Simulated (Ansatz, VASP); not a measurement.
B in VASP and in Ansatz

```
B
1.0
     0.00000    1.43307    1.43307
     1.43307    0.00000    1.43307
     1.43307    1.43307    0.00000
B
1
Cartesian
  0.0000 0.0000 0.0000
```

Alike in both runs: functional PBE; k mesh 24 × 24 × 24; occupations fermi-dirac, width 0.05 eV; no spin polarisation.

Ansatz relaxed the structure, and its values are those at the end. VASP's run is a single point on that final structure, the one shown.

```csv
,VASP,Ansatz
version,VASP 6.6.1,Ansatz 0.2.0
potentials or method,"VASP PAW PBE potentials, release 64 (B)","PAW with Ansatz's default frozen-core files, scalar-relativistic"
plane-wave cutoff (eV),520,420
valence electrons in the cell,3,3
```

```csv
,VASP,Ansatz,Ansatz less VASP
pressure (GPa),0.0,0.0,-0.03
```

With one functional, cell and mesh, what is left measures potentials, basis and numerics.
